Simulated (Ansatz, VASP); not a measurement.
**Al: VASP beside Ansatz**

Contents of INCAR:

```
ALGO = Normal
EDIFF = 1E-7
ENCUT = 520
GGA = PS
ISIF = 2
ISMEAR = -1
LASPH = T
LCHARG = F
LREAL = F
LWAVE = F
NBANDS = 10
NELM = 80
PREC = Accurate
SIGMA = 0.1
```

File KPOINTS:

```
k-points
0
Gamma
  14 14 7
```

File POSCAR:

```
Al
1.0
    2.8124550000      0.0000000000      0.0000000000
   -1.4062280000      2.4356580000      0.0000000000
    0.0000000000      0.0000000000      4.8668500000
Al
2
Direct
    0.6666666667      0.3333333333      0.7500000000
    0.3333333333      0.6666666667      0.2500000000
```

Input for Ansatz:

```yaml
crystal:
  lattice:
    - [2.812455, 0.0, 0.0]
    - [-1.406228, 2.435658, 0.0]
    - [0.0, 0.0, 4.86685]
  atoms:
    - { symbol: Al, position: [0.6666666666666666, 0.3333333333333333, 0.75] }
    - { symbol: Al, position: [0.3333333333333333, 0.6666666666666666, 0.25] }
kpoints:
  mp_grid:
    grid: [14, 14, 7]
    shift: [0.0, 0.0, 0.0]
hamiltonian:
  xc: pbesol
scf:
  occupations:
    method: fermi_dirac
    width: 0.1
output:
  forces: true
  stress: true
```

Alike in both runs: task single point; functional PBEsol; k mesh 14 × 14 × 7; occupations fermi-dirac, width 0.1 eV; no spin polarisation.

```csv
,VASP,Ansatz
version,VASP 6.6.1,Ansatz 0.2.0
potentials or method,"VASP PAW PBE potentials, release 64 (Al)","plane waves, PAW"
plane-wave cutoff (eV),520,420
valence electrons in the cell,6,6
```

```tsv
	VASP	Ansatz	Ansatz less VASP
pressure (GPa)	-1.3	-1.3	-0.05
traceless stress, the component that is largest in VASP (GPa)	-1.32	-1.30	+0.018
```

VASP's potentials were made for PBE, not for PBEsol. The functional is the same, so the differences come from potentials, cutoffs and numerics.
